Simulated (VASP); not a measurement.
# InSe (P-6m2) in VASP: relaxation of cell and atoms with PBEsol

Aim: the relaxation of cell and atoms of InSe with PBEsol.

Everything below comes from runs of VASP 6.6.1. Logs are shortened: lines on timing, memory, paths and dates and some standing lists are left out, and cuts for length are marked.

## (1) The cell of the first run

The structure is hexagonal, space group P-6m2 (No. 187). The conventional cell has a = 4.008 Å, b = 4.008 Å, c = 16.867 Å, α = 90.00°, β = 90.00°, γ = 120.00°. In (site symmetry 3m) has 3 Se at 2.64 Å and 1 In at 2.78 Å within 3.5 Å. In (site symmetry 3m) has 3 Se at 2.64 Å and 1 In at 2.78 Å within 3.5 Å. Se (site symmetry 3m) has 3 In at 2.64 Å within 3.5 Å. Se (site symmetry 3m) has 3 In at 2.64 Å within 3.5 Å.

## (2) Relaxation of cell and atoms, PBEsol

INCAR

```
SYSTEM = InSe
PREC     = Accurate       ! precision mode
ENCUT    = 600            ! plane-wave cutoff, eV
EDIFF    = 1E-7           ! SCF threshold, eV
ISMEAR   = 0              ! smearing method
SIGMA    = 0.02           ! smearing width, eV
LREAL    = .False.        ! projectors in reciprocal space
LASPH    = .True.         ! aspherical terms in the spheres
NELM     = 60             ! most SCF steps
ALGO     = Normal         ! electronic algorithm
ISIF     = 3              ! what is computed and relaxed
LWAVE    = .False.        ! write WAVECAR
LCHARG   = .False.        ! write CHGCAR
GGA      = PS             ! functional
IBRION   = 2              ! ionic algorithm
NSW      = 100            ! ionic steps
EDIFFG   = -0.005         ! ionic threshold
KPAR     = 4
```

KPOINTS

```
Automatic mesh
0
Gamma
  12 12 2
  0 0 0
```

POSCAR

```
InSe
1.0
    4.0082338379      0.0000000000      0.0000000000
   -2.0041169190      3.4712323279      0.0000000000
    0.0000000000      0.0000000000     16.8669193975
In Se
4 4
Direct
    0.0000000000      0.0000000000      0.5823102517
    0.0000000000      0.0000000000      0.4176897483
    0.3333333333      0.6666666667      0.9176962940
    0.3333333333      0.6666666667      0.0823037060
    0.6666666667      0.3333333333      0.8419435304
    0.6666666667      0.3333333333      0.1580564696
    0.3333333333      0.6666666667      0.6580512680
    0.3333333333      0.6666666667      0.3419487320
```

Potentials or basis: VASP PAW PBE potentials, release 64 (In_d, Se).

Command:

```sh
> cat potpaw_PBE.64/In_d/POTCAR potpaw_PBE.64/Se/POTCAR > POTCAR
> mpirun -np 4 vasp_std > vasp.out
```

OUTCAR:

```text
SYSTEM = InSe
   PREC = Accurate
   ENCUT = 600
   EDIFF = 1E-7
   ISMEAR = 0
   LREAL = .False.
   LASPH = .True.
   NELM = 60
   ISIF = 3
   GGA = PS
   IBRION = 2
   NSW = 100
   EDIFFG = -0.005

 ion  position               nearest neighbor table
   1  0.000  0.000  0.582-   7 2.64   7 2.64   7 2.64   2 2.78
   2  0.000  0.000  0.418-   8 2.64   8 2.64   8 2.64   1 2.78
   3  0.333  0.667  0.918-   5 2.64   5 2.64   5 2.64   4 2.78
   4  0.333  0.667  0.082-   6 2.64   6 2.64   6 2.64   3 2.78
   5  0.667  0.333  0.842-   3 2.64   3 2.64   3 2.64
   6  0.667  0.333  0.158-   4 2.64   4 2.64   4 2.64
   7  0.333  0.667  0.658-   1 2.64   1 2.64   1 2.64
   8  0.333  0.667  0.342-   2 2.64   2 2.64   2 2.64

  LATTYP: Found a hexagonal cell.
 ALAT       =     4.0082338379
 C/A-ratio  =     4.2080677125

  Lattice vectors:

 A1 = (   4.0082338379,   0.0000000000,   0.0000000000)
 A2 = (  -2.0041169190,   3.4712323279,   0.0000000000)
 A3 = (   0.0000000000,   0.0000000000,  16.8669193975)

Analysis of symmetry for initial positions (statically):
=====================================================================
 Subroutine PRICEL returns:
 Original cell was already a primitive cell.

 Routine SETGRP: Setting up the symmetry group for a
 hexagonal supercell.

 Subroutine GETGRP returns: Found 12 space group operations
 (whereof 12 operations were pure point group operations)
 out of a pool of 24 trial point group operations.

The static configuration has the point symmetry D_3h.

Analysis of symmetry for dynamics (positions and initial velocities):
=====================================================================
 Subroutine PRICEL returns:
 Original cell was already a primitive cell.

 Routine SETGRP: Setting up the symmetry group for a
 hexagonal supercell.

 Subroutine GETGRP returns: Found 12 space group operations
 (whereof 12 operations were pure point group operations)
 out of a pool of 24 trial point group operations.

The dynamic configuration has the point symmetry D_3h.

 Subroutine INISYM returns: Found 12 space group operations
 (whereof 12 operations are pure point group operations),
 and found     1 'primitive' translations

----------------------------------------------------------------------------------------

                                     Primitive cell

  volume of cell :     234.6781

  direct lattice vectors                    reciprocal lattice vectors
     4.008233838  0.000000000  0.000000000     0.249486442  0.144041065  0.000000000
    -2.004116919  3.471232328  0.000000000     0.000000000  0.288082129  0.000000000
     0.000000000  0.000000000 16.866919397     0.000000000  0.000000000  0.059287649

  length of vectors
     4.008233838  4.008233838 16.866919397     0.288082129  0.288082129  0.059287649

  position of ions in fractional coordinates (direct lattice)
     0.000000000  0.000000000  0.582310252
     0.000000000  0.000000000  0.417689748
     0.333333333  0.666666667  0.917696294
     0.333333333  0.666666667  0.082303706
     0.666666667  0.333333333  0.841943530
     0.666666667  0.333333333  0.158056470
     0.333333333  0.666666667  0.658051268
     0.333333333  0.666666667  0.341948732

  ion indices of the primitive-cell ions
   primitive index   ion index
                 1           1
                 2           2
                 3           3
                 4           4
                 5           5
                 6           6
                 7           7
                 8           8

----------------------------------------------------------------------------------------

 KPOINTS: Automatic mesh

Automatic generation of k-mesh.
 Grid dimensions read from file:
 generate k-points for:   12   12    2

 Generating k-lattice:

  Cartesian coordinates                     Fractional coordinates (reciprocal lattice)
     0.020790537  0.012003422  0.000000000     0.083333333  0.000000000  0.000000000
     0.000000000  0.024006844  0.000000000     0.000000000  0.083333333  0.000000000
     0.000000000  0.000000000  0.029643825     0.000000000  0.000000000  0.500000000

  Length of vectors
     0.024006844  0.024006844  0.029643825

  Shift w.r.t. Gamma in fractional coordinates (k-lattice)
     0.000000000  0.000000000  0.000000000

 Subroutine IBZKPT returns following result:
 ===========================================

 Found     38 irreducible k-points:

 Following reciprocal coordinates:
            Coordinates               Weight
  0.000000  0.000000  0.000000      1.000000
  0.083333 -0.000000  0.000000      6.000000
  0.166667  0.000000  0.000000      6.000000
  0.250000  0.000000  0.000000      6.000000
  0.333333  0.000000  0.000000      6.000000
  0.416667  0.000000  0.000000      6.000000
[... 16 lines left out ...]
  0.250000  0.000000  0.500000      6.000000
  0.333333  0.000000  0.500000      6.000000
 [... further k-points ...]
   k-points           NKPTS =     38   k-points in BZ     NKDIM =     38   number of bands    NBANDS=     45
   number of dos      NEDOS =    301   number of ions     NIONS =      8
   total plane-waves  NPLWV = 143360
   dimension x,y,z NGX =    32 NGY =   32 NGZ =  140
   dimension x,y,z NGXF=    64 NGYF=   64 NGZF=  280
   ions per type =               4   4
   NGX,Y,Z   is equivalent  to a cutoff of  13.27, 13.27, 13.80 a.u.
   NGXF,Y,Z  is equivalent  to a cutoff of  26.54, 26.54, 27.60 a.u.
 SYSTEM =  InSe
   PREC   = accura    normal or accurate (medium, high low for compatibility)
   ISTART =      0    job   : 0-new  1-cont  2-samecut
   ICHARG =      2    charge: 1-file 2-atom 10-const
   ISPIN  =      1    spin polarized calculation?
   LNONCOLLINEAR =      F non collinear calculations
   LSORBIT =      F    spin-orbit coupling
   LASPH  =      T    aspherical Exc in radial PAW
   ENCUT  =  600.0 eV  44.10 Ry    6.64 a.u.   8.01  8.01 33.69*2*pi/ulx,y,z
   NELM   =     60;   NELMIN=  2; NELMDL= -5     # of ELM steps
   EDIFF  = 0.1E-06   stopping-criterion for ELM
   LREAL  =      F    real-space projection
   EDIFFG = -.5E-02   stopping-criterion for IOM
   NSW    =    100    number of steps for IOM
   IBRION =      2    ionic relax: 0-MD 1-quasi-New 2-CG
   NFREE  =      1    steps in history (QN), initial steepest desc. (CG)
   ISIF   =      3    stress and relaxation
   ISYM   =      2    0-nonsym 1-usesym 2-fastsym
   POTIM  = 0.5000    time-step for ionic-motion
   TEBEG  =    0.0;   TEEND  =   0.0 temperature during run
   PSTRESS=    0.0 pullay stress
   NELECT =      76.0000    total number of electrons
   NUPDOWN=      -1.0000    fix difference up-down
   EMIN   =  10.00;   EMAX   =-10.00  energy-range for DOS
   EFERMI =   0.00;   METHOD = LEGACY
   ISMEAR =     0;   SIGMA  =   0.02  broadening in eV -4-tet -1-fermi 0-gaus
   EFERMI_NEDOS =   21; number of points for ismear=-14 and -15
   IALGO  =     38    algorithm
   IMIX   =      4    mixing-type and parameters
     AMIX     =   0.40;   BMIX     =  1.00
     AMIX_MAG =   1.60;   BMIX_MAG =  1.00
  volume/ion in A,a.u.               =      29.33       197.96
  Fermi-wavevector in a.u.,A,eV,Ry     =   1.124230  2.124487 17.196311  1.263893
  Thomas-Fermi vector in A             =   2.260901
   LORBIT       =      0    0 simple, 1 ext, 2 COOP (PROOUT), +10 PAW based schemes
   GGA     = PS    functional components
   LHFCALC =     F    Hartree Fock is set to
   AEXX    =    0.0000 exact exchange contribution
   IVDW    =     0    specifies the selected vdW correction
   LEPSILON=     F    determine dielectric tensor
   LRPA    =     F    only Hartree local field effects (RPA)
 conjugate gradient relaxation of ions
 non-spin polarized calculation
 Gauss-broadening in eV      SIGMA  =   0.02
  energy-cutoff  :      600.00
  volume of cell :      234.68
 maximum number of plane-waves:      7866
   NGX = 17   NGY = 17   NGZ = 67

--------------------------------------- Ionic step        1  -------------------------------------------

 number of electron      75.9999985 magnetization

 Free energy of the ion-electron system (eV)
  ---------------------------------------------------
  ext. energy  EPLUGINS =         0.00000000
  ---------------------------------------------------
  free energy    TOTEN  =       -31.19792570 eV

  energy without entropy =      -31.19792570  energy(sigma->0) =      -31.19792570

------------------------ aborting loop because EDIFF is reached ----------------------------------------

  FORCE on cell =-STRESS in cart. coord.  units (eV):
  Direction    XX          YY          ZZ          XY          YZ          ZX
  --------------------------------------------------------------------------------------
  -------------------------------------------------------------------------------------
  Total        0.1279437      0.1279437      0.1043005     -0.0000000     -0.0000000      0.0000000
  in kB        0.8734881      0.8734881      0.7120727     -0.0000000     -0.0000000      0.0000000
  external PRESSURE =       0.8196830 kB  Pullay stress =       0.0000000 kB
[... 69 lines left out ...]
  energy  without entropy=      -31.1979963514  energy(sigma->0) =      -31.19799635

--------------------------------------- Ionic step        3  -------------------------------------------

 number of electron      75.9999984 magnetization

 Free energy of the ion-electron system (eV)
  ---------------------------------------------------
  ext. energy  EPLUGINS =         0.00000000
  ---------------------------------------------------
  free energy    TOTEN  =       -31.19804628 eV

  energy without entropy =      -31.19804628  energy(sigma->0) =      -31.19804628

 E-fermi :   4.0452     XC(G=0):  -9.0751

 val. band max:        3.9058426685   @ k =   0.0000   0.0000   0.0000
 cond. band min:       4.2630236869   @ k =   0.0000   0.0000   0.0000
 fundamental gap:      0.3571810184
 Fermi energy:         4.0452073964

 k-point     1 :       0.0000    0.0000    0.0000
  band No.  band energies     occupation
      1     -10.8336      2.00000
      2     -10.8280      2.00000
      3     -10.6351      2.00000
      4     -10.6351      2.00000
      5     -10.6293      2.00000
      6     -10.6293      2.00000
[... 1141 lines left out ...]
     44       7.6162      0.00000
     45       8.0552      0.00000

 [... further k-points ...]

------------------------ aborting loop because EDIFF is reached ----------------------------------------

  FORCE on cell =-STRESS in cart. coord.  units (eV):
  Direction    XX          YY          ZZ          XY          YZ          ZX
  --------------------------------------------------------------------------------------
  -------------------------------------------------------------------------------------
  Total       -0.0074220     -0.0074220      0.0102196      0.0000000      0.0000000      0.0000000
  in kB       -0.0506044     -0.0506044      0.0696788      0.0000000      0.0000000      0.0000000
  external PRESSURE =      -0.0105100 kB  Pullay stress =       0.0000000 kB
[... 23 lines left out ...]
  FREE ENERGIE OF THE ION-ELECTRON SYSTEM (eV)
  ---------------------------------------------------
  free  energy   TOTEN  =       -31.1980462812 eV

  energy  without entropy=      -31.1980462812  energy(sigma->0) =      -31.19804628

 reached required accuracy - stopping structural energy minimisation
```

Run time: 3.2 min. Hardware: 4 MPI ranks of Intel Xeon Platinum 8559C (Emerald Rapids), shared host; peak memory 0.65 GiB.

What came out:

```yaml
Free_energy: -31.1980 eV
Relaxed_volume: 29.37 Å³/atom
Relaxed_cell: a = 4.010 Å, b = 4.010 Å, c = 16.873 Å, α = 90.00°, β = 90.00°, γ = 120.00°
Space_group_after_relaxing_to_0.1_Å: P-6m2 (No. 187)
Energy_gained_by_relaxing: 0.0 meV/atom
Ionic_steps: 3
Pressure_after_relaxing: 0.0 GPa
Band_gap_on_the_k_mesh: 0.36 eV
```

The path:
```tsv
step	energy change (eV)	largest force (eV/Å)	pressure (GPa)	volume (Å³)
1	0.0000	0.0194	0.08	234.68
2	-0.0001	0.0101	-0.06	235.19
3	-0.0001	0.0019	0.00	234.99
```

Final structure:
```yaml
crystal:
  lattice:
    - [4.01011, 0.00000, 0.00000]
    - [-2.00505, 3.47285, 0.00000]
    - [0.00000, 0.00000, 16.87335]
  atoms:
    - { symbol: In, position: [0.00000, 0.00000, 0.58228] }
    - { symbol: In, position: [0.00000, 0.00000, 0.41772] }
    - { symbol: In, position: [0.33333, 0.66667, 0.91773] }
    - { symbol: In, position: [0.33333, 0.66667, 0.08227] }
    - { symbol: Se, position: [0.66667, 0.33333, 0.84191] }
    - { symbol: Se, position: [0.66667, 0.33333, 0.15809] }
    - { symbol: Se, position: [0.33333, 0.66667, 0.65808] }
    - { symbol: Se, position: [0.33333, 0.66667, 0.34192] }
```

Caveat: the PAW data sets were made with another functional, which shifts forces and pressure a little; spin-orbit coupling is left out, which moves the levels of the heavy elements; this functional lacks dispersion, which binds layers or chains, so the pressure and a relaxed spacing across them are unreliable.
